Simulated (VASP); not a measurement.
# Ir (Fm-3m) in VASP: single point with PBE

Aim: the single point of Ir with PBE.

All numbers are computed with VASP 6.6.1; they aren't measurements. Logs are shortened: lines on timing, memory, paths and dates and some standing lists are left out, and cuts for length are marked.

### Step 1. The cell of the first run

Symmetry: Fm-3m, No. 225, cubic system. Conventional cell: a = 3.922 Å, b = 3.922 Å, c = 3.922 Å, α = 90.00°, β = 90.00°, γ = 90.00°. Ir (site symmetry m-3m) has 12 Ir at 2.77 Å within 3.7 Å.

### Step 2. Single point, PBE (volume scaled by 1.040)

Input file INCAR:

```
PREC = Accurate
ENCUT = 520
EDIFF = 1E-6
ISMEAR = 0
SIGMA = 0.05
LREAL = False
LASPH = True
NELM = 100
ALGO = Normal
ISIF = 2
LWAVE = False
LCHARG = False
GGA = PE
NBANDS = 10
```

Input file KPOINTS:

```
regular mesh
0
Gamma
  20 20 20
```

Input file POSCAR:

```
Ir
1.0
    0.0000000000      1.9608020099      1.9608020099
    1.9608020099      0.0000000000      1.9608020099
    1.9608020099      1.9608020099      0.0000000000
Ir
1
Direct
    0.0000000000      0.0000000000      0.0000000000
```

Potentials or basis: VASP PAW PBE potentials, release 64 (Ir).

Run with:

```console
> cat potpaw_PBE.64/Ir/POTCAR > POTCAR
> mpirun -np 1 vasp_std > vasp.out
```

OUTCAR:

```text
PREC = Accurate
   ENCUT = 520
   EDIFF = 1E-6
   ISMEAR = 0
   LREAL = False
   LASPH = True
   NELM = 100
   ISIF = 2
   GGA = PE

 ion  position               nearest neighbor table
   1  0.000  0.000  0.000-

  LATTYP: Found a face centered cubic cell.
 ALAT       =     3.9216040198

  Lattice vectors:

 A1 = (   0.0000000000,   1.9608020099,   1.9608020099)
 A2 = (   1.9608020099,   0.0000000000,   1.9608020099)
 A3 = (   1.9608020099,   1.9608020099,   0.0000000000)

Analysis of symmetry for initial positions (statically):
=====================================================================
 Subroutine PRICEL returns:
 Original cell was already a primitive cell.

 Routine SETGRP: Setting up the symmetry group for a
 face centered cubic supercell.

 Subroutine GETGRP returns: Found 48 space group operations
 (whereof 48 operations were pure point group operations)
 out of a pool of 48 trial point group operations.

The static configuration has the point symmetry O_h .

Analysis of symmetry for dynamics (positions and initial velocities):
=====================================================================
 Subroutine PRICEL returns:
 Original cell was already a primitive cell.

 Routine SETGRP: Setting up the symmetry group for a
 face centered cubic supercell.

 Subroutine GETGRP returns: Found 48 space group operations
 (whereof 48 operations were pure point group operations)
 out of a pool of 48 trial point group operations.

The dynamic configuration has the point symmetry O_h .

 Subroutine INISYM returns: Found 48 space group operations
 (whereof 48 operations are pure point group operations),
 and found     1 'primitive' translations

----------------------------------------------------------------------------------------

                                     Primitive cell

  volume of cell :      15.0776

  direct lattice vectors                    reciprocal lattice vectors
     0.000000000  1.960802010  1.960802010    -0.254997699  0.254997699  0.254997699
     1.960802010  0.000000000  1.960802010     0.254997699 -0.254997699  0.254997699
     1.960802010  1.960802010  0.000000000     0.254997699  0.254997699 -0.254997699

  length of vectors
     2.772992796  2.772992796  2.772992796     0.441668970  0.441668970  0.441668970

  position of ions in fractional coordinates (direct lattice)
     0.000000000  0.000000000  0.000000000

[... 73 lines left out ...]
   ENCUT  =  520.0 eV  38.22 Ry    6.18 a.u.   5.16  5.16  5.16*2*pi/ulx,y,z
   NELM   =    100;   NELMIN=  2; NELMDL= -5     # of ELM steps
   EDIFF  = 0.1E-05   stopping-criterion for ELM
   LREAL  =      F    real-space projection
   EDIFFG = 0.1E-04   stopping-criterion for IOM
   NSW    =      0    number of steps for IOM
   IBRION =     -1    ionic relax: 0-MD 1-quasi-New 2-CG
   NFREE  =      0    steps in history (QN), initial steepest desc. (CG)
   ISIF   =      2    stress and relaxation
   ISYM   =      2    0-nonsym 1-usesym 2-fastsym
   POTIM  = 0.5000    time-step for ionic-motion
   TEBEG  =    0.0;   TEEND  =   0.0 temperature during run
   PSTRESS=    0.0 pullay stress
   NELECT =       9.0000    total number of electrons
   NUPDOWN=      -1.0000    fix difference up-down
   EMIN   =  10.00;   EMAX   =-10.00  energy-range for DOS
   EFERMI =   0.00;   METHOD = LEGACY
   ISMEAR =     0;   SIGMA  =   0.05  broadening in eV -4-tet -1-fermi 0-gaus
   EFERMI_NEDOS =   21; number of points for ismear=-14 and -15
   IALGO  =     38    algorithm
   IMIX   =      4    mixing-type and parameters
     AMIX     =   0.40;   BMIX     =  1.00
     AMIX_MAG =   1.60;   BMIX_MAG =  1.00
  volume/ion in A,a.u.               =      15.08       101.75
  Fermi-wavevector in a.u.,A,eV,Ry     =   1.378411  2.604818 25.851283  1.900016
  Thomas-Fermi vector in A             =   2.503475
   LORBIT       =      0    0 simple, 1 ext, 2 COOP (PROOUT), +10 PAW based schemes
   GGA     = PE    functional components
   LHFCALC =     F    Hartree Fock is set to
   AEXX    =    0.0000 exact exchange contribution
   IVDW    =     0    specifies the selected vdW correction
   LEPSILON=     F    determine dielectric tensor
   LRPA    =     F    only Hartree local field effects (RPA)
 non-spin polarized calculation
 Gauss-broadening in eV      SIGMA  =   0.05
  energy-cutoff  :      520.00
  volume of cell :       15.08
 maximum number of plane-waves:       419
 NGX is ok and might be reduce to    24
   NGX = 11   NGY = 11   NGZ = 11

 number of electron       9.0000001 magnetization

 Free energy of the ion-electron system (eV)
  ---------------------------------------------------
  ext. energy  EPLUGINS =         0.00000000
  ---------------------------------------------------
  free energy    TOTEN  =        -8.83282450 eV

  energy without entropy =       -8.83219638  energy(sigma->0) =       -8.83251044

 E-fermi :   9.2775     XC(G=0): -13.6119

 val. band max:        9.2731908576   @ k =   0.3500   0.0000   0.0000
 cond. band min:       9.2837316846   @ k =  -0.3500   0.3000   0.0000
 fundamental gap:      0.0105408271
 Fermi energy:         9.2774869482

 k-point     1 :       0.0000    0.0000    0.0000
  band No.  band energies     occupation
      1      -1.1114      2.00000
      2       5.8057      2.00000
      3       5.8057      2.00000
      4       5.8057      2.00000
      5       8.2322      2.00000
      6       8.2322      2.00000
      7      23.7692      0.00000
      8      28.9791      0.00000
      9      28.9791      0.00000
     10      28.9791      0.00000
[... 287 lines left out ...]
 k-point    24 :      -0.3500    0.0500    0.0000
  band No.  band energies     occupation
      1       1.9034      2.00000
      2       5.8703      2.00000
      3       5.9701      2.00000
      4       6.5438      2.00000
      5       9.1675      1.99813
      6       9.8710      0.00000
      7      18.9824      0.00000
      8      24.3302      0.00000
      9      29.2158      0.00000
     10      30.8463      0.00000

 [... further k-points ...]
[... 5 lines left out ...]
  --------------------------------------------------------------------------------------
  -------------------------------------------------------------------------------------
  Total       -1.1417162     -1.1417162     -1.1417162      0.0000000      0.0000000      0.0000000
  in kB     -121.3214298   -121.3214298   -121.3214298      0.0000000      0.0000000      0.0000000
  external PRESSURE =    -121.3214298 kB  Pullay stress =       0.0000000 kB

 VOLUME and BASIS-vectors are now :
 -----------------------------------------------------------------------------
  energy-cutoff  :      520.00
  volume of cell :       15.08
      direct lattice vectors                 reciprocal lattice vectors
     0.000000000  1.960802010  1.960802010    -0.254997699  0.254997699  0.254997699
     1.960802010  0.000000000  1.960802010     0.254997699 -0.254997699  0.254997699
     1.960802010  1.960802010  0.000000000     0.254997699  0.254997699 -0.254997699

 POSITION                                       TOTAL-FORCE (eV/Angst)
 -----------------------------------------------------------------------------------
      0.00000      0.00000      0.00000        -0.000000     -0.000000     -0.000000
 -----------------------------------------------------------------------------------
    total drift:                               -0.000000     -0.000000     -0.000000

  FREE ENERGIE OF THE ION-ELECTRON SYSTEM (eV)
  ---------------------------------------------------
  free  energy   TOTEN  =        -8.8328245035 eV

  energy  without entropy=       -8.8321963817  energy(sigma->0) =       -8.83251044
```

OSZICAR:

```text
N       E                     dE             d eps       ncg     rms          rms(c)
DAV:   1     0.475412800264E+02    0.47541E+02   -0.43430E+03  5144   0.809E+02
DAV:   2    -0.847405686382E+01   -0.56015E+02   -0.53176E+02  5236   0.193E+02
DAV:   3    -0.941010881641E+01   -0.93605E+00   -0.93179E+00  6004   0.304E+01
DAV:   4    -0.941874555087E+01   -0.86367E-02   -0.86350E-02  5746   0.271E+00
DAV:   5    -0.941892328395E+01   -0.17773E-03   -0.17773E-03  5722   0.381E-01    0.128E+01
DAV:   6    -0.891624460136E+01    0.50268E+00   -0.98598E-01  5716   0.119E+01    0.498E+00
DAV:   7    -0.883848122830E+01    0.77763E-01   -0.26014E-01  6064   0.562E+00    0.149E+00
DAV:   8    -0.883553766702E+01    0.29436E-02   -0.20632E-03  5504   0.470E-01    0.101E+00
DAV:   9    -0.883281696810E+01    0.27207E-02   -0.16832E-03  5770   0.558E-01    0.132E-02
DAV:  10    -0.883282361377E+01   -0.66457E-05   -0.90320E-06  6782   0.264E-02    0.241E-02
DAV:  11    -0.883282450352E+01   -0.88975E-06   -0.75932E-07  3828   0.105E-02
   1 F= -.88328245E+01 E0= -.88325104E+01  d E =-.628122E-03
```

stdout:

```text
POSCAR found type information on POSCAR Ir
 POSCAR found :  1 types and       1 ions
 scaLAPACK will be used
 LDA part: xc-table for (Slater+PW92), standard interpolation
 POSCAR, INCAR and KPOINTS ok, starting setup
 FFT: planning ... GRIDC
 FFT: planning ... GRID_SOFT
 FFT: planning ... GRID
 WAVECAR not read
 entering main loop
```

Run time: 48 s. Hardware: 1 thread of AMD EPYC 7R43 (Zen 3), shared host; peak memory 0.14 GiB.

Results:

```yaml
Free_energy: -8.8328 eV
Pressure: -12.1 GPa
```

Caveat: spin-orbit coupling is left out, which moves the levels of the heavy elements.
